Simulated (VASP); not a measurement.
SbSe2:

```
Sb Se
1.0
     3.14429    0.00000    0.00000
    -1.57215    2.72304    0.00000
     0.00000    0.00000   12.71107
Sb Se
2 4
Direct
  0.66667 0.33333 0.75000
  0.33333 0.66667 0.25000
  0.33333 0.66667 0.87661
  0.66667 0.33333 0.37661
  0.33333 0.66667 0.62339
  0.66667 0.33333 0.12339
```

* Program: VASP 6.6.1
* Task: relaxation of cell and atoms
* Functional: PBEsol
* Potentials or basis: VASP PAW PBE potentials, release 64 (Sb, Se)
* Cutoff: 600 eV
* k mesh: 6 × 6 × 2
* Occupations: gaussian, width 0.1 eV
* Spin: no spin polarisation

At the start: pressure 65.2 GPa; volume 18.14 Å³/atom.

Task: Where does the relaxation end?

Result: Over 31 steps the energy falls by 1407.7 meV/atom and the volume is 24.72 Å³/atom (+36.3 %); space group P6_3/mmc (No. 194, to 0.05 Å).

Step by step:
```tsv
step	energy change (eV)	largest force (eV/Å)	pressure (GPa)	volume (Å³)
1	0.0000	7.6791	65.20	108.83
2	0.9471	1.6758	-9.73	271.15
3	-7.5550	1.0327	-4.40	159.60
4	-7.7413	0.7448	-2.27	153.84
5	-7.8254	0.3366	1.17	146.71
6	-7.8252	0.3883	0.71	147.54
7	-8.1115	0.2709	0.40	150.91
8	-8.1874	0.1504	0.34	152.56
9	-8.2385	0.0823	0.06	155.65
10	-8.2431	0.1420	-0.01	156.41
11	-8.2420	0.3146	-0.07	157.87
12	-8.2449	0.1950	-0.05	156.94
13	-8.2451	0.2190	-0.06	157.14
14	-8.2568	0.1746	-0.37	157.05
15	-8.2836	0.0060	-1.21	156.75
16	-8.2949	0.2645	-2.37	156.06
17	-8.2965	0.2638	-2.36	155.97
18	-8.3016	0.2614	-2.31	155.69
19	-8.3126	0.2552	-2.22	155.14
20	-8.3375	0.2402	-2.04	154.02
21	-8.3885	0.2251	-1.72	151.75
22	-8.3730	0.5229	-0.32	147.07
23	-8.4115	0.2738	-1.34	150.18
24	-8.4132	0.3059	-1.20	149.66
25	-8.4211	0.2502	-0.98	149.41
26	-8.4336	0.0825	-0.27	148.63
27	-8.4341	0.0431	-0.07	148.45
28	-8.4368	0.0387	-0.04	148.44
29	-8.4426	0.0288	0.06	148.39
30	-8.4457	0.0222	0.29	148.28
31	-8.4460	0.0219	0.24	148.31
```

Final structure:
```
CELL_PARAMETERS angstrom
3.85530 0.00000 0.00000
-1.92765 3.33879 0.00000
0.00000 0.00000 11.52149
ATOMIC_POSITIONS crystal
Sb 0.66667 0.33333 0.75000
Sb 0.33333 0.66667 0.25000
Se 0.33333 0.66667 0.90412
Se 0.66667 0.33333 0.40412
Se 0.33333 0.66667 0.59588
Se 0.66667 0.33333 0.09588
```

Caveat: the k points lie up to 0.31 Å⁻¹ apart in the final cell; the volume moved by over 15 % at a fixed basis, so the end points are rough; the PAW data sets were made with another functional, which shifts forces and pressure a little; this functional lacks dispersion, which binds the layers, so the pressure and a relaxed spacing across them are unreliable; the relaxation stopped at a loose force limit of 0.05 eV/Å, so its end isn't a converged minimum.
